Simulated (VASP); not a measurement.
# Li (R-3m) in VASP: a series of runs

Runs on Li. Level: PBE. Tasks: single point.

All numbers are computed with VASP 6.6.1; they aren't measurements. Logs are shortened: lines on timing, memory, paths and dates and some standing lists are left out, and cuts for length are marked.

## (1) The cell of the first run

Symmetry: R-3m, No. 166, trigonal system. The conventional cell has a = 6.236 Å, b = 6.236 Å, c = 1.909 Å, α = 90.00°, β = 90.00°, γ = 120.00°. Within 2.5 Å of Li (site symmetry -3m) lie 2 Li at 1.91 Å.

## (2) Single point, PBE

INCAR

```
SYSTEM = Li
  PREC = Accurate
  ENCUT = 520
  EDIFF = 1E-6
  ISMEAR = 0
  SIGMA = 0.15
  LREAL = .FALSE.
  LASPH = .TRUE.
  NELM = 60
  ALGO = Fast
  ISIF = 2
  LWAVE = .FALSE.
  LCHARG = .FALSE.
  GGA = PE
  NBANDS = 8
```

KPOINTS

```
Automatic mesh
0
G
  22 22 22
  0 0 0
```

POSCAR

```
Li
1.0
   -2.5723388102      1.8373848644      1.8373848644
    1.8373848644     -2.5723388102      1.8373848644
    1.8373848644      1.8373848644     -2.5723388102
Li
1
Direct
    0.0000000000      0.0000000000      0.0000000000
```

Potentials or basis: VASP PAW PBE potentials, release 64 (Li_sv).

The run is started by

```sh
$ cat potpaw_PBE.64/Li_sv/POTCAR > POTCAR
$ mpirun -np 1 vasp_std > vasp.out
```

OUTCAR:

```text
SYSTEM = Li
   PREC = Accurate
   ENCUT = 520
   EDIFF = 1E-6
   ISMEAR = 0
   LREAL = .FALSE.
   LASPH = .TRUE.
   NELM = 60
   ISIF = 2
   GGA = PE

 ion  position               nearest neighbor table
   1  0.000  0.000  0.000-

  LATTYP: Found a trigonal (rhomboedric) cell.
 ALAT       =     3.6563497144
 COS(alpha) =    -0.4545454545

  Lattice vectors:

 A1 = (  -2.5723388102,   1.8373848644,   1.8373848644)
 A2 = (   1.8373848644,  -2.5723388102,   1.8373848644)
 A3 = (   1.8373848644,   1.8373848644,  -2.5723388102)

Analysis of symmetry for initial positions (statically):
=====================================================================
 Subroutine PRICEL returns:
 Original cell was already a primitive cell.

 Routine SETGRP: Setting up the symmetry group for a
 trigonal (rhombohedral) supercell.

 Subroutine GETGRP returns: Found 12 space group operations
 (whereof 12 operations were pure point group operations)
 out of a pool of 12 trial point group operations.

The static configuration has the point symmetry D_3d.

Analysis of symmetry for dynamics (positions and initial velocities):
=====================================================================
 Subroutine PRICEL returns:
 Original cell was already a primitive cell.

 Routine SETGRP: Setting up the symmetry group for a
 trigonal (rhombohedral) supercell.

 Subroutine GETGRP returns: Found 12 space group operations
 (whereof 12 operations were pure point group operations)
 out of a pool of 12 trial point group operations.

The dynamic configuration has the point symmetry D_3d.

 Subroutine INISYM returns: Found 12 space group operations
 (whereof 12 operations are pure point group operations),
 and found     1 'primitive' translations

----------------------------------------------------------------------------------------

                                     Primitive cell

  volume of cell :      21.4375

  direct lattice vectors                    reciprocal lattice vectors
    -2.572338810  1.837384864  1.837384864     0.151181053  0.377952631  0.377952631
     1.837384864 -2.572338810  1.837384864     0.377952631  0.151181053  0.377952631
     1.837384864  1.837384864 -2.572338810     0.377952631  0.377952631  0.151181053

  length of vectors
     3.656349714  3.656349714  3.656349714     0.555474656  0.555474656  0.555474656

  position of ions in fractional coordinates (direct lattice)
     0.000000000  0.000000000  0.000000000

  ion indices of the primitive-cell ions
   primitive index   ion index
                 1           1

----------------------------------------------------------------------------------------

 KPOINTS: Automatic mesh

Automatic generation of k-mesh.
 Grid dimensions read from file:
 generate k-points for:   22   22   22

 Generating k-lattice:

  Cartesian coordinates                     Fractional coordinates (reciprocal lattice)
     0.006871866  0.017179665  0.017179665     0.045454545  0.000000000  0.000000000
     0.017179665  0.006871866  0.017179665     0.000000000  0.045454545  0.000000000
     0.017179665  0.017179665  0.006871866     0.000000000  0.000000000  0.045454545

  Length of vectors
     0.025248848  0.025248848  0.025248848

  Shift w.r.t. Gamma in fractional coordinates (k-lattice)
     0.000000000  0.000000000  0.000000000

 Subroutine IBZKPT returns following result:
 ===========================================

 Found   1024 irreducible k-points:

 Following reciprocal coordinates:
            Coordinates               Weight
  0.000000  0.000000  0.000000      1.000000
  0.045455  0.000000  0.000000      6.000000
  0.090909  0.000000  0.000000      6.000000
  0.136364  0.000000  0.000000      6.000000
  0.181818  0.000000  0.000000      6.000000
  0.227273  0.000000  0.000000      6.000000
[... 16 lines left out ...]
  0.500000  0.045455  0.000000     12.000000
 -0.454545  0.045455 -0.000000     12.000000
 [... further k-points ...]
   k-points           NKPTS =   1024   k-points in BZ     NKDIM =   1024   number of bands    NBANDS=      8
   number of dos      NEDOS =    301   number of ions     NIONS =      1
   total plane-waves  NPLWV =  21952
   dimension x,y,z NGX =    28 NGY =   28 NGZ =   28
   dimension x,y,z NGXF=    56 NGYF=   56 NGZF=   56
   ions per type =               1
   NGX,Y,Z   is equivalent  to a cutoff of  12.73, 12.73, 12.73 a.u.
   NGXF,Y,Z  is equivalent  to a cutoff of  25.46, 25.46, 25.46 a.u.
 SYSTEM =  Li
   PREC   = accura    normal or accurate (medium, high low for compatibility)
   ISTART =      0    job   : 0-new  1-cont  2-samecut
   ICHARG =      2    charge: 1-file 2-atom 10-const
   ISPIN  =      1    spin polarized calculation?
   LNONCOLLINEAR =      F non collinear calculations
   LSORBIT =      F    spin-orbit coupling
   LASPH  =      T    aspherical Exc in radial PAW
   ENCUT  =  520.0 eV  38.22 Ry    6.18 a.u.   6.80  6.80  6.80*2*pi/ulx,y,z
   NELM   =     60;   NELMIN=  2; NELMDL= -5     # of ELM steps
   EDIFF  = 0.1E-05   stopping-criterion for ELM
   LREAL  =      F    real-space projection
   EDIFFG = 0.1E-04   stopping-criterion for IOM
   NSW    =      0    number of steps for IOM
   IBRION =     -1    ionic relax: 0-MD 1-quasi-New 2-CG
   NFREE  =      0    steps in history (QN), initial steepest desc. (CG)
   ISIF   =      2    stress and relaxation
   ISYM   =      2    0-nonsym 1-usesym 2-fastsym
   POTIM  = 0.5000    time-step for ionic-motion
   TEBEG  =    0.0;   TEEND  =   0.0 temperature during run
   PSTRESS=    0.0 pullay stress
   NELECT =       3.0000    total number of electrons
   NUPDOWN=      -1.0000    fix difference up-down
   EMIN   =  10.00;   EMAX   =-10.00  energy-range for DOS
   EFERMI =   0.00;   METHOD = LEGACY
   ISMEAR =     0;   SIGMA  =   0.15  broadening in eV -4-tet -1-fermi 0-gaus
   EFERMI_NEDOS =   21; number of points for ismear=-14 and -15
   IALGO  =     68    algorithm
   IMIX   =      4    mixing-type and parameters
     AMIX     =   0.40;   BMIX     =  1.00
     AMIX_MAG =   1.60;   BMIX_MAG =  1.00
  volume/ion in A,a.u.               =      21.44       144.67
  Fermi-wavevector in a.u.,A,eV,Ry     =   0.849944  1.606162  9.828924  0.722406
  Thomas-Fermi vector in A             =   1.965845
   LORBIT       =      0    0 simple, 1 ext, 2 COOP (PROOUT), +10 PAW based schemes
   GGA     = PE    functional components
   LHFCALC =     F    Hartree Fock is set to
   AEXX    =    0.0000 exact exchange contribution
   IVDW    =     0    specifies the selected vdW correction
   LEPSILON=     F    determine dielectric tensor
   LRPA    =     F    only Hartree local field effects (RPA)
 non-spin polarized calculation
 RMM-DIIS sequential band-by-band and
 Gauss-broadening in eV      SIGMA  =   0.15
  energy-cutoff  :      520.00
  volume of cell :       21.44
 maximum number of plane-waves:       599
   NGX = 13   NGY = 13   NGZ = 13

 number of electron       2.9999994 magnetization

 Free energy of the ion-electron system (eV)
  ---------------------------------------------------
  ext. energy  EPLUGINS =         0.00000000
  ---------------------------------------------------
  free energy    TOTEN  =        -0.98342848 eV

  energy without entropy =       -0.98056444  energy(sigma->0) =       -0.98199646

 E-fermi :   0.7204     XC(G=0):  -6.8940

 val. band max:        0.7132676862   @ k =  -0.3182   0.5000   0.0455
 cond. band min:       0.7265822466   @ k =   0.4091   0.4091   0.3182
 fundamental gap:      0.0133145603
 Fermi energy:         0.7204368603

 k-point     1 :       0.0000    0.0000    0.0000
  band No.  band energies     occupation
      1     -48.0650      2.00000
      2      -2.8732      2.00000
      3       6.6924      0.00000
      4       6.6924      0.00000
      5      11.4089      0.00000
      6      11.4089      0.00000
      7      12.6438      0.00000
      8      15.3382      0.00000

 k-point     2 :       0.0455    0.0000    0.0000
  band No.  band energies     occupation
      1     -48.0562      2.00000
      2      -2.7972      2.00000
      3       6.7393      0.00000
      4       6.7510      0.00000
      5      11.3108      0.00000
      6      11.5392      0.00000
      7      12.9688      0.00000
      8      15.2365      0.00000

 k-point     3 :       0.0909    0.0000    0.0000
  band No.  band energies     occupation
      1     -48.0305      2.00000
      2      -2.5701      2.00000
      3       6.8792      0.00000
      4       6.9252      0.00000
      5      11.2215      0.00000
      6      11.9231      0.00000
      7      13.7397      0.00000
      8      14.9430      0.00000

 k-point     4 :       0.1364    0.0000    0.0000
  band No.  band energies     occupation
      1     -47.9899      2.00000
      2      -2.1943      2.00000
      3       7.1071      0.00000
      4       7.2114      0.00000
      5      11.3126      0.00000
      6      12.5327      0.00000
      7      14.5117      0.00000
      8      14.7881      0.00000

 k-point     5 :       0.1818    0.0000    0.0000
  band No.  band energies     occupation
      1     -47.9375      2.00000
      2      -1.6734      2.00000
      3       7.4068      0.00000
      4       7.6068      0.00000
      5      11.6337      0.00000
      6      13.1993      0.00000
      7      14.1728      0.00000
      8      16.0659      0.00000

 k-point     6 :       0.2273    0.0000    0.0000
  band No.  band energies     occupation
      1     -47.8774      2.00000
      2      -1.0153      2.00000
      3       7.7411      0.00000
      4       8.1124      0.00000
      5      12.1980      0.00000
      6      13.1378      0.00000
      7      14.7960      0.00000
      8      17.5558      0.00000

 k-point     7 :       0.2727    0.0000    0.0000
  band No.  band energies     occupation
      1     -47.8143      2.00000
      2      -0.2335      2.00000
      3       8.0446      0.00000
      4       8.7340      0.00000
      5      12.7971      0.00000
      6      13.0028      0.00000
      7      16.0214      0.00000
      8      19.2471      0.00000
[... 133 lines left out ...]
 k-point    20 :       0.3636    0.0455    0.0000
  band No.  band energies     occupation
      1     -47.6578      2.00000
      2       2.2841      0.00000
      3       8.8322      0.00000
      4      11.9102      0.00000
      5      12.2766      0.00000
      6      15.6200      0.00000
      7      16.2927      0.00000
      8      17.7239      0.00000

 k-point    21 :       0.4091    0.0455    0.0000
  band No.  band energies     occupation
      1     -47.6310      2.00000
      2       3.0018      0.00000
      3       8.9164      0.00000
      4      11.3779      0.00000
      5      12.9159      0.00000
      6      15.3959      0.00000
      7      15.8175      0.00000
      8      18.5787      0.00000

 k-point    22 :       0.4545    0.0455    0.0000
  band No.  band energies     occupation
      1     -47.6218      2.00000
      2       3.3701      0.00000
      3       8.8772      0.00000
      4      10.7676      0.00000
      5      13.0434      0.00000
      6      15.1214      0.00000
      7      16.3201      0.00000
      8      19.6122      0.00000

 k-point    23 :       0.5000    0.0455    0.0000
  band No.  band energies     occupation
      1     -47.6309      2.00000
      2       3.2466      0.00000
      3       8.4036      0.00000
      4      11.2083      0.00000
      5      11.9861      0.00000
      6      16.1995      0.00000
      7      16.4122      0.00000
      8      19.0417      0.00000

 k-point    24 :      -0.4545    0.0455   -0.0000
  band No.  band energies     occupation
      1     -47.6576      2.00000
      2       2.6570      0.00000
      3       8.0054      0.00000
      4      10.8446      0.00000
      5      12.0418      0.00000
      6      16.2431      0.00000
      7      16.7511      0.00000
      8      18.7053      0.00000

 [... further k-points ...]

------------------------ aborting loop because EDIFF is reached ----------------------------------------

  FORCE on cell =-STRESS in cart. coord.  units (eV):
  Direction    XX          YY          ZZ          XY          YZ          ZX
  --------------------------------------------------------------------------------------
  -------------------------------------------------------------------------------------
  Total        0.2333481      0.2333481      0.2333481      1.6669085      1.6669085      1.6669085
  in kB       17.4397659     17.4397659     17.4397659    124.5799667    124.5799667    124.5799667
  external PRESSURE =      17.4397659 kB  Pullay stress =       0.0000000 kB

 VOLUME and BASIS-vectors are now :
 -----------------------------------------------------------------------------
  energy-cutoff  :      520.00
  volume of cell :       21.44
      direct lattice vectors                 reciprocal lattice vectors
    -2.572338810  1.837384864  1.837384864     0.151181053  0.377952631  0.377952631
     1.837384864 -2.572338810  1.837384864     0.377952631  0.151181053  0.377952631
     1.837384864  1.837384864 -2.572338810     0.377952631  0.377952631  0.151181053

 POSITION                                       TOTAL-FORCE (eV/Angst)
 -----------------------------------------------------------------------------------
      0.00000      0.00000      0.00000        -0.000000     -0.000000     -0.000000
 -----------------------------------------------------------------------------------
    total drift:                                0.000000     -0.000000     -0.000000

  FREE ENERGIE OF THE ION-ELECTRON SYSTEM (eV)
  ---------------------------------------------------
  free  energy   TOTEN  =        -0.9834284800 eV

  energy  without entropy=       -0.9805644413  energy(sigma->0) =       -0.98199646
```

It took 3 min on 1 thread of Intel Xeon Platinum 8488C (Sapphire Rapids), shared host; peak memory 0.26 GiB.

Results:

- Free energy: -0.9834 eV
- Band gap on the k mesh: zero (an odd number of electrons rules out a gap without spin polarisation)

Caveat: the cutoff is under 1.25 times the usual one of these potentials, so pressure, stress and relaxed cells hold a basis-set (Pulay) error.

## (3) Single point, PBE

This run uses another cell than the first one, of the same volume but with other edges.

INCAR

```
SYSTEM = Li
PREC = Accurate
ENCUT = 520
EDIFF = 1E-7
ISMEAR = 0
SIGMA = 0.15
LREAL = .FALSE.
LASPH = .TRUE.
NELM = 80
ALGO = Fast
ISIF = 2
LWAVE = .FALSE.
LCHARG = .FALSE.
GGA = PE
NBANDS = 8
```

KPOINTS

```
regular mesh
0
G
  22 22 22
  0 0 0
```

POSCAR

```
Li
1.0
   -2.1512616852      1.7720119049      1.7720119049
    1.7720119049     -2.1512616852      1.7720119049
    1.7720119049      1.7720119049     -2.1512616852
Li
1
Direct
    0.0000000000      0.0000000000      0.0000000000
```

Potentials or basis: VASP PAW PBE potentials, release 64 (Li_sv).

The run is started by

```sh
$ cat potpaw_PBE.64/Li_sv/POTCAR > POTCAR
$ mpirun -np 1 vasp_std > vasp.out
```

Wall time 4.5 min (1 thread of Intel Xeon Platinum 8488C (Sapphire Rapids), shared host); peak memory 0.26 GiB.

The run converged. Its results:

```yaml
Free_energy: -1.7397 eV
Band_gap_on_the_k_mesh: zero (an odd number of electrons rules out a gap without spin polarisation)
```

Levels at points of the mesh, in eV from the Fermi level:
```
           k point  band 1  band 2  band 3  band 4  band 5  band 6
(0.00, 0.00, 0.00)  -46.97   -3.43   10.42   10.42   14.58   14.58
(0.50, 0.00, 0.00)  -46.90    1.49    4.99    9.17   11.23   12.90
(0.50, 0.50, 0.00)  -46.96   -0.58    1.86    7.34   11.25   18.06
(0.50, 0.50, 0.50)  -46.89    4.27    6.67    6.67    8.27    8.27
```

Caveat: the cutoff is under 1.25 times the usual one of these potentials, so pressure, stress and relaxed cells hold a basis-set (Pulay) error.
